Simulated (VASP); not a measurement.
# Ta (Im-3m) in VASP: a series of runs

The runs below take Ta through density of states, vibrations by perturbation theory, elastic constants, with LDA, PBEsol.

All numbers are computed with VASP 6.6.1; they aren't measurements. Logs are shortened: lines on timing, memory, paths and dates and some standing lists are left out, and cuts for length are marked.

## (1) The cell of the first run

Symmetry: Im-3m, No. 229, cubic system. Conventional cell: a = 3.303 Å, b = 3.303 Å, c = 3.303 Å, α = 90.00°, β = 90.00°, γ = 90.00°. Ta (site symmetry m-3m) has 14 Ta at 2.86 to 3.30 Å within 3.8 Å.

## (2) Density of states, LDA, collinear spin, ferromagnetic start

Input file POSCAR:

```
Ta
1.0
   -1.6512800000      1.6512800000      1.6512800000
    1.6512800000     -1.6512800000      1.6512800000
    1.6512800000      1.6512800000     -1.6512800000
Ta
1
Direct
    0.0000000000      0.0000000000      0.0000000000
```

Input file INCAR.step1:

```
  PREC = Accurate
  ENCUT = 520
  EDIFF = 1E-7
  ISMEAR = -1
  SIGMA = 0.1
  LREAL = False
  LASPH = True
  NELM = 150
  ALGO = Fast
  ISIF = 2
  LWAVE = False
  LCHARG = True
  ISPIN = 2
  MAGMOM = -0.26
  LMAXMIX = 4
  NBANDS = 16
```

Input file KPOINTS.step1:

```
Automatic mesh
0
Gamma
  11 11 11
```

Input file INCAR.step2:

```
  PREC = Accurate
  ENCUT = 520
  EDIFF = 1E-7
  ISMEAR = -5
  SIGMA = 0.1
  LREAL = False
  LASPH = True
  NELM = 150
  ALGO = Fast
  ISIF = 2
  LWAVE = False
  LCHARG = False
  ISPIN = 2
  MAGMOM = -0.26
  LORBIT = 11
  LMAXMIX = 4
  NBANDS = 16
  NEDOS = 1001
  ICHARG = 11
```

Input file KPOINTS.step2:

```
Automatic mesh
0
Gamma
  17 17 17
```

Potentials or basis: VASP PAW LDA potentials, release 64 (Ta_pv).

Run with:

```sh
> cat potpaw_LDA.64/Ta_pv/POTCAR > POTCAR
> cp INCAR.step1 INCAR
> cp KPOINTS.step1 KPOINTS
> mpirun -np 1 vasp_std > vasp.out
> cp INCAR.step2 INCAR
> cp KPOINTS.step2 KPOINTS
> mpirun -np 1 vasp_std > vasp.out
```

OUTCAR:

```text
PREC = Accurate
   ENCUT = 520
   EDIFF = 1E-7
   ISMEAR = -5
   LREAL = False
   LASPH = True
   NELM = 150
   ISIF = 2
   ISPIN = 2
   LORBIT = 11
   ICHARG = 11

 ion  position               nearest neighbor table
   1  0.000  0.000  0.000-

  LATTYP: Found a body centered cubic cell.
 ALAT       =     3.3025600000

  Lattice vectors:

 A1 = (  -1.6512800000,   1.6512800000,   1.6512800000)
 A2 = (   1.6512800000,  -1.6512800000,   1.6512800000)
 A3 = (   1.6512800000,   1.6512800000,  -1.6512800000)

Analysis of symmetry for initial positions (statically):
=====================================================================
 Subroutine PRICEL returns:
 Original cell was already a primitive cell.

 Routine SETGRP: Setting up the symmetry group for a
 body centered cubic supercell.

 Subroutine GETGRP returns: Found 48 space group operations
 (whereof 48 operations were pure point group operations)
 out of a pool of 48 trial point group operations.

The static configuration has the point symmetry O_h .

Analysis of symmetry for dynamics (positions and initial velocities):
=====================================================================
 Subroutine PRICEL returns:
 Original cell was already a primitive cell.

 Routine SETGRP: Setting up the symmetry group for a
 body centered cubic supercell.

 Subroutine GETGRP returns: Found 48 space group operations
 (whereof 48 operations were pure point group operations)
 out of a pool of 48 trial point group operations.

The dynamic configuration has the point symmetry O_h .

Analysis of structural, dynamic, and magnetic symmetry:
=====================================================================
 Subroutine PRICEL returns:
 Original cell was already a primitive cell.

 Routine SETGRP: Setting up the symmetry group for a
 body centered cubic supercell.

 Subroutine GETGRP returns: Found 48 space group operations
 (whereof 48 operations were pure point group operations)
 out of a pool of 48 trial point group operations.

The overall configuration has the point symmetry O_h .

 Subroutine INISYM returns: Found 48 space group operations
 (whereof 48 operations are pure point group operations),
 and found     1 'primitive' translations

----------------------------------------------------------------------------------------

                                     Primitive cell

  volume of cell :      18.0104

  direct lattice vectors                    reciprocal lattice vectors
    -1.651280000  1.651280000  1.651280000     0.000000000  0.302795407  0.302795407
     1.651280000 -1.651280000  1.651280000     0.302795407  0.000000000  0.302795407
     1.651280000  1.651280000 -1.651280000     0.302795407  0.302795407  0.000000000

  length of vectors
     2.860100858  2.860100858  2.860100858     0.428217371  0.428217371  0.428217371

  position of ions in fractional coordinates (direct lattice)
     0.000000000  0.000000000  0.000000000

  ion indices of the primitive-cell ions
   primitive index   ion index
                 1           1

----------------------------------------------------------------------------------------

 KPOINTS: Automatic mesh

Automatic generation of k-mesh.
 Grid dimensions read from file:
 generate k-points for:   17   17   17

 Generating k-lattice:

  Cartesian coordinates                     Fractional coordinates (reciprocal lattice)
     0.000000000  0.017811495  0.017811495     0.058823529  0.000000000  0.000000000
     0.017811495  0.000000000  0.017811495     0.000000000  0.058823529  0.000000000
     0.017811495  0.017811495  0.000000000     0.000000000  0.000000000  0.058823529

  Length of vectors
     0.025189257  0.025189257  0.025189257

  Shift w.r.t. Gamma in fractional coordinates (k-lattice)
     0.000000000  0.000000000  0.000000000

 TETIRR: Found   5734 inequivalent tetrahedra from    29478

 Subroutine IBZKPT returns following result:
 ===========================================

 Found    165 irreducible k-points:

 Following reciprocal coordinates:
            Coordinates               Weight
  0.000000  0.000000  0.000000      1.000000
  0.058824  0.000000  0.000000     12.000000
  0.117647  0.000000  0.000000     12.000000
  0.176471  0.000000  0.000000     12.000000
  0.235294  0.000000  0.000000     12.000000
  0.294118  0.000000  0.000000     12.000000
[... 16 lines left out ...]
  0.411765  0.117647 -0.000000     48.000000
  0.176471  0.176471  0.000000     24.000000
 [... further k-points ...]
   k-points           NKPTS =    165   k-points in BZ     NKDIM =    165   number of bands    NBANDS=     16
   number of dos      NEDOS =   1001   number of ions     NIONS =      1
   total plane-waves  NPLWV =  13824
   dimension x,y,z NGX =    24 NGY =   24 NGZ =   24
   dimension x,y,z NGXF=    48 NGYF=   48 NGZF=   48
   ions per type =               1
   NGX,Y,Z   is equivalent  to a cutoff of  13.95, 13.95, 13.95 a.u.
   NGXF,Y,Z  is equivalent  to a cutoff of  27.90, 27.90, 27.90 a.u.
 SYSTEM =  unknown system
   PREC   = accura    normal or accurate (medium, high low for compatibility)
   ISTART =      0    job   : 0-new  1-cont  2-samecut
   ICHARG =     11    charge: 1-file 2-atom 10-const
   ISPIN  =      2    spin polarized calculation?
   LNONCOLLINEAR =      F non collinear calculations
   LSORBIT =      F    spin-orbit coupling
   LASPH  =      T    aspherical Exc in radial PAW
   ENCUT  =  520.0 eV  38.22 Ry    6.18 a.u.   5.32  5.32  5.32*2*pi/ulx,y,z
   NELM   =    150;   NELMIN=  2; NELMDL=  0     # of ELM steps
   EDIFF  = 0.1E-06   stopping-criterion for ELM
   LREAL  =      F    real-space projection
   EDIFFG = 0.1E-05   stopping-criterion for IOM
   NSW    =      0    number of steps for IOM
   IBRION =     -1    ionic relax: 0-MD 1-quasi-New 2-CG
   NFREE  =      0    steps in history (QN), initial steepest desc. (CG)
   ISIF   =      2    stress and relaxation
   ISYM   =      2    0-nonsym 1-usesym 2-fastsym
   POTIM  = 0.5000    time-step for ionic-motion
   TEBEG  =    0.0;   TEEND  =   0.0 temperature during run
   PSTRESS=    0.0 pullay stress
   NELECT =      11.0000    total number of electrons
   NUPDOWN=      -1.0000    fix difference up-down
   EMIN   =  10.00;   EMAX   =-10.00  energy-range for DOS
   EFERMI =   0.00;   METHOD = LEGACY
   ISMEAR =    -5;   SIGMA  =   0.10  broadening in eV -4-tet -1-fermi 0-gaus
   EFERMI_NEDOS =   21; number of points for ismear=-14 and -15
   IALGO  =     68    algorithm
   IMIX   =      4    mixing-type and parameters
     AMIX     =   0.40;   BMIX     =  1.00
     AMIX_MAG =   1.60;   BMIX_MAG =  1.00
  volume/ion in A,a.u.               =      18.01       121.54
  Fermi-wavevector in a.u.,A,eV,Ry     =   1.388988  2.624806 26.249534  1.929286
  Thomas-Fermi vector in A             =   2.513061
   LORBIT       =     11    0 simple, 1 ext, 2 COOP (PROOUT), +10 PAW based schemes
   GGA     = CA    functional components
   LHFCALC =     F    Hartree Fock is set to
   AEXX    =    0.0000 exact exchange contribution
   IVDW    =     0    specifies the selected vdW correction
   LEPSILON=     F    determine dielectric tensor
   LRPA    =     F    only Hartree local field effects (RPA)
 spin polarized calculation
 RMM-DIIS sequential band-by-band and
 Fermi weights with tetrahedron method with Bloechl corrections
  energy-cutoff  :      520.00
  volume of cell :       18.01
 maximum number of plane-waves:       496
 NGX is ok and might be reduce to    24

 number of electron      11.0000002 magnetization      -0.0000066

 Free energy of the ion-electron system (eV)
  ---------------------------------------------------
  ext. energy  EPLUGINS =         0.00000000
  ---------------------------------------------------
  free energy    TOTEN  =       -12.80881725 eV

  energy without entropy =      -12.80881725  energy(sigma->0) =      -12.80881725

 E-fermi :   5.3864     XC(G=0): -12.7958

 val. band max:        5.4253555686   @ k =  -0.3529   0.3529   0.0588
 cond. band min:       5.4346522389   @ k =  -0.2353   0.2353   0.1176
 fundamental gap:      0.0092966703
 Fermi energy:         5.3863706900

 spin component 1

 k-point     1 :       0.0000    0.0000    0.0000
  band No.  band energies     occupation
      1     -27.4965      1.00000
      2     -27.4965      1.00000
      3     -27.4965      1.00000
      4      -2.4428      1.00000
      5       6.0721      0.00000
      6       6.0721      0.00000
[... 8 lines left out ...]
     15      31.6686      0.00000
     16      34.1286      0.00000

 k-point     2 :       0.0588    0.0000    0.0000
  band No.  band energies     occupation
      1     -27.5406      1.00000
      2     -27.5100      1.00000
      3     -27.4967      1.00000
      4      -2.2868      1.00000
      5       5.9720      0.00000
      6       6.0450      0.00000
[... 8 lines left out ...]
     15      31.0000      0.00000
     16      33.9984      0.00000
[... 387 lines left out ...]
      5       3.9181      1.00000
      6       6.2938     -0.02642
[... 8 lines left out ...]
     15      30.2041      0.00000
     16      32.4623      0.00000

 k-point    24 :       0.1765    0.1765    0.0000
  band No.  band energies     occupation
      1     -28.2708      1.00000
      2     -27.7534      1.00000
      3     -27.5766      1.00000
      4       0.8151      1.00000
      5       4.5214      1.00000
      6       4.7856      1.00420
[... 8 lines left out ...]
     15      29.0805      0.00000
     16      32.8026      0.00000

 [... further k-points ...]

 spin component 2

 k-point     1 :       0.0000    0.0000    0.0000
  band No.  band energies     occupation
      1     -27.4965      1.00000
      2     -27.4965      1.00000
      3     -27.4965      1.00000
      4      -2.4428      1.00000
      5       6.0721      0.00000
      6       6.0721      0.00000
[... 8 lines left out ...]
     15      31.6686      0.00000
     16      34.1286      0.00000

 k-point     2 :       0.0588    0.0000    0.0000
  band No.  band energies     occupation
      1     -27.5406      1.00000
      2     -27.5100      1.00000
      3     -27.4967      1.00000
      4      -2.2868      1.00000
      5       5.9720      0.00000
      6       6.0450      0.00000
[... 8 lines left out ...]
     15      31.0000      0.00000
     16      33.9463      0.00000
[... 387 lines left out ...]
      5       3.9181      1.00000
      6       6.2938     -0.02642
[... 8 lines left out ...]
     15      30.2041      0.00000
     16      32.4623      0.00000

 k-point    24 :       0.1765    0.1765    0.0000
  band No.  band energies     occupation
      1     -28.2708      1.00000
      2     -27.7534      1.00000
      3     -27.5766      1.00000
      4       0.8151      1.00000
      5       4.5214      1.00000
      6       4.7856      1.00420
[... 8 lines left out ...]
     15      29.0805      0.00000
     16      32.8026      0.00000

 [... further k-points ...]
[... 5 lines left out ...]
  --------------------------------------------------------------------------------------
  -------------------------------------------------------------------------------------
  Total       -0.9631382     -0.9631382     -0.9631382      0.0000000     -0.0000000      0.0000000
  in kB      -85.6795256    -85.6795256    -85.6795256      0.0000000     -0.0000000      0.0000000
  external PRESSURE =     -85.6795256 kB  Pullay stress =       0.0000000 kB

 VOLUME and BASIS-vectors are now :
 -----------------------------------------------------------------------------
  energy-cutoff  :      520.00
  volume of cell :       18.01
      direct lattice vectors                 reciprocal lattice vectors
    -1.651280000  1.651280000  1.651280000     0.000000000  0.302795407  0.302795407
     1.651280000 -1.651280000  1.651280000     0.302795407  0.000000000  0.302795407
     1.651280000  1.651280000 -1.651280000     0.302795407  0.302795407  0.000000000

 POSITION                                       TOTAL-FORCE (eV/Angst)
 -----------------------------------------------------------------------------------
      0.00000      0.00000      0.00000         0.000000     -0.000000      0.000000
 -----------------------------------------------------------------------------------
    total drift:                               -0.000000      0.000000     -0.000000

  FREE ENERGIE OF THE ION-ELECTRON SYSTEM (eV)
  ---------------------------------------------------
  free  energy   TOTEN  =       -12.8088172518 eV

  energy  without entropy=      -12.8088172518  energy(sigma->0) =      -12.80881725

 total charge

# of ion       s       p       d       tot
------------------------------------------
    1        0.371   6.162   2.421   8.955

 magnetization (x)

# of ion       s       p       d       tot
------------------------------------------
    1       -0.000   0.000  -0.000  -0.000
```

It took 78 s on 1 thread of Intel Xeon Platinum 8259CL at 2.50GHz (Skylake/Cascade Lake), shared host; peak memory 0.21 GiB.

What came out:

```yaml
Net_moment: 0.00 μB per cell
Valence_electrons_inside_the_program's_atomic_spheres: Ta 8.96
```

Levels at points of the mesh, in eV from the Fermi level:
Spin up:
| k point | band 2 | band 3 | band 4 | band 5 | band 6 | band 7 | band 8 | band 9 |
| --- | --- | --- | --- | --- | --- | --- | --- | --- |
| (0.00, 0.00, 0.00) | -32.88 | -32.88 | -7.83 | 0.69 | 0.69 | 0.69 | 3.94 | 3.94 |
Spin down:
```tsv
k point	band 1	band 2	band 3	band 4	band 5	band 6	band 7	band 8	band 9	band 10
(0.00, 0.00, 0.00)	-32.88	-32.88	-32.88	-7.83	0.69	0.69	0.69	3.94	3.94	13.70
```

Caveat: spin-orbit coupling is left out, which moves the levels of the heavy elements; tetrahedron occupations give inexact forces and stress in metals.

(Continued in part 2 of 2.)
